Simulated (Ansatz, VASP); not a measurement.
# One calculation of MgSe, two programs

```xyz
2
Lattice="0.0000 2.7541 2.7541 2.7541 0.0000 2.7541 2.7541 2.7541 0.0000" Properties=species:S:1:pos:R:3 pbc="T T T"
Mg    0.0000    0.0000    0.0000
Se    2.7541    2.7541    2.7541
```

Alike in both runs: functional PBE; k mesh 8 × 8 × 8; occupations gaussian, width 0.02 eV; no spin polarisation.

Ansatz relaxed the structure, and its values are those at the end. VASP's run is a single point on that final structure, the one shown.

|  | VASP | Ansatz |
| --- | --- | --- |
| version | VASP 6.6.1 | Ansatz 0.2.0 |
| potentials or method | VASP PAW PBE potentials, release 64 (Mg, Se), cutoff 600 eV | scalar-relativistic, plane waves, PAW |
| valence electrons in the cell | 8 | 26 |

Ansatz gave:

- gap on the k mesh at the Fermi level (eV): 1.77
- least direct gap on the mesh (eV): 2.40
- pressure (GPa): 0.0

**Question.** Estimate VASP's values.

**Answer.** gap on the k mesh at the Fermi level (eV): 1.75; least direct gap on the mesh (eV): 2.39; pressure (GPa): -0.1.

VASP's potentials hold 8 valence electrons a cell and Ansatz's 26, so a difference there can come from the potentials and not from the codes.
